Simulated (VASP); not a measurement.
Be, 1 atom in the cell. The typed cell holds 1 atom: a = 2.169 Å, b = 2.150 Å, c = 2.150 Å, α = 109.69°, β = 110.51°, γ = 107.94°. 

| Quantity | Value |
| --- | --- |
| Program | VASP 6.6.1 |
| Task | single point |
| Functional | PBEsol |
| Potentials or basis | VASP PAW PBE potentials, release 64 (Be) |
| Cutoff | 520 eV |
| k mesh | 18 × 18 × 18 |
| Occupations | gaussian, width 0.15 eV |
| Spin | no spin polarisation |
| Dipole correction | no |
| Further INCAR settings | ALGO = Fast; EDIFF = 1e-06; NBANDS = 7 |

Potentials or basis: VASP PAW PBE potentials, release 64 (Be).

Launch:

```sh
$ cat potpaw_PBE.64/Be/POTCAR > POTCAR
$ mpirun -np 1 vasp_std > vasp.out
```

Hardware: 1 thread of Intel(R) Xeon(R) 6975P-C (Granite Rapids) (shared host).

**Question.** Estimate the wall time of this run.

**Answer.** Run time: 31 s on 1 thread of Intel(R) Xeon(R) 6975P-C (Granite Rapids) (shared host), peak memory 0.25 GiB. Counts: scf iterations 9, k points 2920.
